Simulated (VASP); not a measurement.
# CuI (P4/nmm) in VASP: a series of runs, part 2 of 2

VASP 6.6.1. The steps go on from the part before.

### Step 3. Single point, PBEsol

This run uses another cell than the first one, of 17.33 Å³/atom.

INCAR reads:

```
PREC = Accurate
ENCUT = 520
EDIFF = 1E-6
ISMEAR = -1
SIGMA = 0.05
LREAL = False
LASPH = True
NELM = 60
ALGO = Normal
ISIF = 2
LWAVE = False
LCHARG = True
GGA = PS
LELF = True
LVHAR = True
NBANDS = 26
```

KPOINTS reads:

```
regular mesh
0
Gamma
  7 7 4
```

POSCAR reads:

```
CuI
1.0
    3.6129584161      0.0000000000      0.0000000000
    0.0000000000      3.6129584161      0.0000000000
    0.0000000000      0.0000000000      5.3094442614
I Cu
2 2
Direct
    0.0000000000      0.5000000000      0.6803139740
    0.5000000000      0.0000000000      0.3196860260
    0.0000000000      0.0000000000      0.0000000000
    0.5000000000      0.5000000000      0.0000000000
```

Potentials or basis: VASP PAW PBE potentials, release 64 (I, Cu).

The run is started by

```console
$ cat potpaw_PBE.64/I/POTCAR potpaw_PBE.64/Cu/POTCAR > POTCAR
$ mpirun -np 1 vasp_std > vasp.out
```

OUTCAR:

```text
PREC = Accurate
   ENCUT = 520
   EDIFF = 1E-6
   ISMEAR = -1
   LREAL = False
   LASPH = True
   NELM = 60
   ISIF = 2
   GGA = PS

 ion  position               nearest neighbor table
   1  0.000  0.500  0.680-   3 2.48   4 2.48   3 2.48   4 2.48   2 3.19   2 3.19   2 3.19   2 3.19

   2  0.500  0.000  0.320-   3 2.48   4 2.48   4 2.48   3 2.48   1 3.19   1 3.19   1 3.19   1 3.19

   3  0.000  0.000  0.000-   1 2.48   2 2.48   1 2.48   2 2.48   4 2.55   4 2.55   4 2.55   4 2.55

   4  0.500  0.500  0.000-   1 2.48   2 2.48   2 2.48   1 2.48   3 2.55   3 2.55   3 2.55   3 2.55

  LATTYP: Found a simple tetragonal cell.
 ALAT       =     3.6129584161
 C/A-ratio  =     1.4695558736

  Lattice vectors:

 A1 = (   3.6129584161,   0.0000000000,   0.0000000000)
 A2 = (   0.0000000000,   3.6129584161,   0.0000000000)
 A3 = (   0.0000000000,   0.0000000000,   5.3094442614)

Analysis of symmetry for initial positions (statically):
=====================================================================
 Subroutine PRICEL returns:
[... 174 lines left out ...]

  energy without entropy =      -10.71714743  energy(sigma->0) =      -10.71715139

 E-fermi :  11.3496     XC(G=0): -11.6499

 val. band max:       10.9542643222   @ k =   0.0000   0.0000   0.0000
 cond. band min:      11.7740360805   @ k =   0.4286   0.4286   0.0000
 fundamental gap:      0.8197717583
 Fermi energy:        11.3495767892

 k-point     1 :       0.0000    0.0000    0.0000
  band No.  band energies     occupation
      1      -6.4385      2.00000
      2      -3.6924      2.00000
      3       1.7192      2.00000
      4       5.1914      2.00000
      5       5.3550      2.00000
      6       5.3550      2.00000
[... 685 lines left out ...]
     25      17.7094      0.00000
     26      17.7671      0.00000

 [... further k-points ...]

------------------------ aborting loop because EDIFF is reached ----------------------------------------

  FORCE on cell =-STRESS in cart. coord.  units (eV):
  Direction    XX          YY          ZZ          XY          YZ          ZX
  --------------------------------------------------------------------------------------
  -------------------------------------------------------------------------------------
  Total       13.1459284     13.1459284     13.1124345      0.0000000      0.0000000      0.0000000
  in kB      303.8973079    303.8973079    303.1230228      0.0000000      0.0000000      0.0000000
  external PRESSURE =     303.6392129 kB  Pullay stress =       0.0000000 kB

 VOLUME and BASIS-vectors are now :
 -----------------------------------------------------------------------------
  energy-cutoff  :      520.00
  volume of cell :       69.31
      direct lattice vectors                 reciprocal lattice vectors
     3.612958416  0.000000000  0.000000000     0.276781486  0.000000000  0.000000000
     0.000000000  3.612958416  0.000000000     0.000000000  0.276781486  0.000000000
     0.000000000  0.000000000  5.309444261     0.000000000  0.000000000  0.188343629

 POSITION                                       TOTAL-FORCE (eV/Angst)
 -----------------------------------------------------------------------------------
      0.00000      1.80648      3.61209         0.000000     -0.000000     -0.028992
      1.80648      0.00000      1.69736         0.000000      0.000000      0.028992
      0.00000      0.00000      0.00000         0.000000      0.000000      0.000000
      1.80648      1.80648      0.00000        -0.000000     -0.000000      0.000000
 -----------------------------------------------------------------------------------
    total drift:                                0.000000      0.000000     -0.000000

  FREE ENERGIE OF THE ION-ELECTRON SYSTEM (eV)
  ---------------------------------------------------
  free  energy   TOTEN  =       -10.7171553553 eV

  energy  without entropy=      -10.7171474262  energy(sigma->0) =      -10.71715139
```

OSZICAR:

```text
N       E                     dE             d eps       ncg     rms          rms(c)
DAV:   1     0.287128012908E+03    0.28713E+03   -0.15894E+04  1560   0.178E+03
DAV:   2     0.171552907751E+02   -0.26997E+03   -0.25787E+03  1564   0.353E+02
DAV:   3    -0.108725333534E+02   -0.28028E+02   -0.27044E+02  2076   0.132E+02
DAV:   4    -0.120312749669E+02   -0.11587E+01   -0.11553E+01  2230   0.244E+01
DAV:   5    -0.120609668496E+02   -0.29692E-01   -0.29686E-01  2330   0.376E+00    0.183E+01
DAV:   6    -0.116300842496E+02    0.43088E+00   -0.16408E+01  1878   0.103E+02    0.118E+01
DAV:   7    -0.107354047643E+02    0.89468E+00   -0.47397E+00  1962   0.683E+01    0.556E+00
DAV:   8    -0.107360262883E+02   -0.62152E-03   -0.25631E-01  1990   0.320E+00    0.170E+00
DAV:   9    -0.107169659726E+02    0.19060E-01   -0.59097E-02  2120   0.676E+00    0.722E-01
DAV:  10    -0.107176151685E+02   -0.64920E-03   -0.74281E-03  2396   0.910E-01    0.297E-01
DAV:  11    -0.107171692869E+02    0.44588E-03   -0.13233E-03  2078   0.993E-01    0.101E-01
DAV:  12    -0.107171541276E+02    0.15159E-04   -0.20012E-04  2494   0.134E-01    0.225E-02
DAV:  13    -0.107171546995E+02   -0.57186E-06   -0.10719E-05  2202   0.309E-02    0.168E-02
DAV:  14    -0.107171553553E+02   -0.65581E-06   -0.91706E-07   946   0.282E-02
   1 F= -.10717155E+02 E0= -.10717151E+02  d E =-.792911E-05
```

Wall time 46 s (1 thread of Oxide Virtual Turin-like, shared host); peak memory 0.16 GiB.

What came out:

| Quantity | Value |
| --- | --- |
| Free energy | -10.7172 eV |
| Pressure | 30.4 GPa |
| Largest force | 0.029 eV/Å |
| Band gap on the k mesh | 0.82 eV (least direct gap 1.56 eV) |

Forces on the atoms (eV/Å):
```
I    0.000  0.000 -0.029
I    0.000  0.000  0.029
Cu   0.000  0.000  0.000
Cu   0.000  0.000  0.000
```

Stress tensor (GPa, compression positive):
```
30.39  0.00  0.00
 0.00 30.39  0.00
 0.00  0.00 30.31
```

Levels at points of the mesh, in eV from the valence-band top:
| k point | band 14 | band 15 | band 16 | band 17 | band 18 | band 19 | band 20 | band 21 | band 22 | band 23 |
| --- | --- | --- | --- | --- | --- | --- | --- | --- | --- | --- |
| (0.00, 0.00, 0.00) | -3.23 | -2.91 | -2.72 | 0.00 | 0.00 | 1.56 | 1.93 | 3.31 | 3.54 | 3.54 |
| (0.00, 0.00, 0.50) | -2.72 | -2.50 | -2.50 | -2.33 | -2.33 | 1.74 | 3.25 | 3.64 | 3.64 | 4.79 |

Caveat: the cell stands under pressure; the PAW data sets were made with another functional, which shifts forces and pressure a little; spin-orbit coupling is left out, which moves the levels of the heavy elements.
